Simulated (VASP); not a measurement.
A run of VASP 6.6.1 is set up as follows.

Contents of INCAR:

```
SYSTEM = Ga2BSb3
PREC     = Accurate       ! precision mode
ENCUT    = 600            ! plane-wave cutoff, eV
EDIFF    = 1E-6           ! SCF threshold, eV
ISMEAR   = 0              ! smearing method
SIGMA    = 0.1            ! smearing width, eV
LREAL    = .False.        ! projectors in reciprocal space
LASPH    = .True.         ! aspherical terms in the spheres
NELM     = 100            ! most SCF steps
ALGO     = Normal         ! electronic algorithm
ISIF     = 3              ! what is computed and relaxed
LWAVE    = .False.        ! write WAVECAR
LCHARG   = .False.        ! write CHGCAR
GGA      = PE             ! functional
IBRION   = 2              ! ionic algorithm
NSW      = 90             ! ionic steps
EDIFFG   = -0.04          ! ionic threshold
```

Contents of KPOINTS:

```
regular mesh
0
Gamma
  6 6 4
  0 0 0
```

The input POSCAR:

```
Ga2BSb3
1.0
    4.9910487615      0.0000000000      0.0000000000
   -2.4955243807      4.3223750189      0.0000000000
    0.0000000000      0.0000000000      6.3676732072
Ga B Sb
2 1 3
Direct
    0.6666666667      0.3333333333      0.2249518785
    0.6666666667      0.3333333333      0.7750481215
    0.0000000000      0.0000000000      0.0000000000
    0.0000000000      0.0000000000      0.5000000000
    0.3333333333      0.6666666667      0.0000000000
    0.3333333333      0.6666666667      0.5000000000
```

Potentials or basis: VASP PAW PBE potentials, release 64 (Ga_d, B, Sb).

Command:

```bash
$ cat potpaw_PBE.64/Ga_d/POTCAR potpaw_PBE.64/B/POTCAR potpaw_PBE.64/Sb/POTCAR > POTCAR
$ mpirun -np 1 vasp_std > vasp.out
```

Question: Estimate the relaxed cell.

Answer: a = 5.106 Å, b = 5.106 Å, c = 6.021 Å, α = 90.00°, β = 90.00°, γ = 120.00°.

Question: What does it give for the relaxed volume?

Answer: 22.66 Å³/atom.

Forces on the atoms (eV/Å):
```
Ga   0.000  0.000  0.030
Ga   0.000  0.000 -0.030
B    0.000  0.000  0.000
Sb   0.000  0.000  0.000
Sb   0.000  0.000  0.000
Sb   0.000  0.000  0.000
```

Caveat: the highest band is partly filled, so the run has too few bands.
